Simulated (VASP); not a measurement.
Crystal: CdO2.

```
Cd O
1.0
     4.90609    0.00000    0.00000
     0.00000    4.90609    0.00000
     0.00000    0.00000    3.27958
Cd O
2 4
Direct
  0.50000 0.50000 0.50000
  0.00000 0.00000 0.00000
  0.69557 0.69557 0.00000
  0.80443 0.19557 0.50000
  0.30443 0.30443 0.00000
  0.19557 0.80443 0.50000
```

```yaml
Program: VASP 6.6.1
Task: relaxation of cell and atoms
Functional: PBEsol
Potentials_or_basis: VASP PAW PBE potentials, release 64 (Cd, O)
Cutoff: 600 eV
k_mesh: 4 × 4 × 6
Occupations: fermi-dirac, width 0.03 eV
Spin: no spin polarisation
```

At the start: pressure 0.7 GPa; volume 13.16 Å³/atom.

Q: How do energy, volume and symmetry change on relaxing?

A: Over 7 steps the energy falls by 13.0 meV/atom and the volume is 13.20 Å³/atom (+0.3 %); space group P4_2/mnm (No. 136, to 0.05 Å).

The path:
```tsv
step	energy change (eV)	largest force (eV/Å)	pressure (GPa)	volume (Å³)
1	0.0000	0.4743	0.73	78.94
2	-0.0397	0.3065	-0.27	79.63
3	-0.0643	0.0457	-1.65	80.84
4	-0.0713	0.1156	0.92	79.03
5	-0.0731	0.0639	0.08	79.57
6	-0.0770	0.0315	0.02	79.36
7	-0.0780	0.0008	-0.03	79.18
```

Final structure:
```
Cd O
1.0
     4.84451    0.00000    0.00000
     0.00000    4.84451    0.00000
     0.00000    0.00000    3.37384
Cd O
2 4
Direct
  0.50000 0.50000 0.50000
  0.00000 0.00000 0.00000
  0.68534 0.68534 0.00000
  0.81466 0.18534 0.50000
  0.31466 0.31466 0.00000
  0.18534 0.81466 0.50000
```

Caveat: the PAW data sets were made with another functional, which shifts forces and pressure a little.
